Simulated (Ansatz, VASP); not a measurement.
# One calculation of Zr3Si2F, two programs

```
Zr Si F
1.0
     2.98940    1.72593    3.30343
    -2.98940    1.72593    3.30343
     0.00000   -3.45186    3.30343
Zr Si F
3 2 1
Direct
  0.50000 0.00000 0.50000
  0.00000 0.50000 0.50000
  0.50000 0.50000 0.00000
  0.11481 0.11481 0.11481
  0.88519 0.88519 0.88519
  0.50000 0.50000 0.50000
```

Change from the starting cell: species swapped into the Er2Al3Ga type (R-3m, No. 166).

Alike in both runs: functional PBE; k mesh 6 × 6 × 6; occupations gaussian, width 0.1 eV; no spin polarisation.

Ansatz relaxed the structure, and its values are those at the end. VASP's run is a single point on that final structure, the one shown.

```csv
,VASP,Ansatz
version,VASP 6.6.1,Ansatz 0.2.0
potentials or method,"VASP PAW PBE potentials, release 64 (Zr_sv, Si, F), cutoff 520 eV","scalar-relativistic, plane waves, PAW"
valence electrons in the cell,51,51
```

|  | VASP | Ansatz | Ansatz less VASP |
| --- | --- | --- | --- |
| gap on the k mesh at the Fermi level (eV) | none | none | - |
| pressure (GPa) | 0.1 | 0.0 | -0.03 |
| rms of the force components (eV/Å) | 0.006 | 0.000 | -0.0060 |

A gap of «none» marks a metal or a gap that the smearing closes.
